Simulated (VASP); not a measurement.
**Ti: single point with PBE**

Ti:

```
Ti
1.0
     2.89917    0.00000    0.00000
    -1.44959    2.51076    0.00000
     0.00000    0.00000    4.58875
Ti
2
Direct
  0.33333 0.66667 0.25000
  0.66667 0.33333 0.75000
```

- Program: VASP 6.6.1
- Task: single point
- Functional: PBE
- Potentials or basis: VASP PAW PBE potentials, release 64 (Ti_sv)
- Cutoff: 520 eV
- k mesh: 20 × 20 × 11
- Occupations: fermi-dirac, width 0.05 eV
- Spin: collinear spin
- Starting moments: [1.0, 1.0] μB
- Dipole correction: no
- Further INCAR settings: ALGO = Normal; EDIFF = 1e-07; NBANDS = 23

- Pressure: 4.5 GPa
- Band gap on the k mesh: zero (filled and empty bands overlap)
- Net moment: 0.00 μB per cell
- Valence electrons inside the program's atomic spheres: Ti 10.30

Stress tensor (GPa, compression positive):
```
4.51 0.00 0.00
0.00 4.51 0.00
0.00 0.00 4.60
```

Levels at points of the mesh, in eV from the Fermi level:
Spin up:
| k point | band 9 | band 10 | band 11 | band 12 | band 13 | band 14 | band 15 | band 16 |
| --- | --- | --- | --- | --- | --- | --- | --- | --- |
| (0.00, 0.00, 0.00) | -6.31 | -2.79 | 0.79 | 0.79 | 0.88 | 0.91 | 1.32 | 1.32 |
| (0.50, 0.00, 0.00) | -2.41 | -2.28 | -1.95 | -0.60 | 0.48 | 0.66 | 1.23 | 3.50 |
Spin down:
| k point | band 9 | band 10 | band 11 | band 12 | band 13 | band 14 | band 15 | band 16 |
| --- | --- | --- | --- | --- | --- | --- | --- | --- |
| (0.00, 0.00, 0.00) | -6.31 | -2.79 | 0.79 | 0.79 | 0.88 | 0.91 | 1.32 | 1.32 |
| (0.50, 0.00, 0.00) | -2.41 | -2.28 | -1.95 | -0.60 | 0.48 | 0.66 | 1.23 | 3.50 |

Run time: 9.3 min on 1 thread of Intel Xeon 8259CL, with other jobs on the host, peak memory 0.38 GiB.

Caveat: the cell stands under pressure.
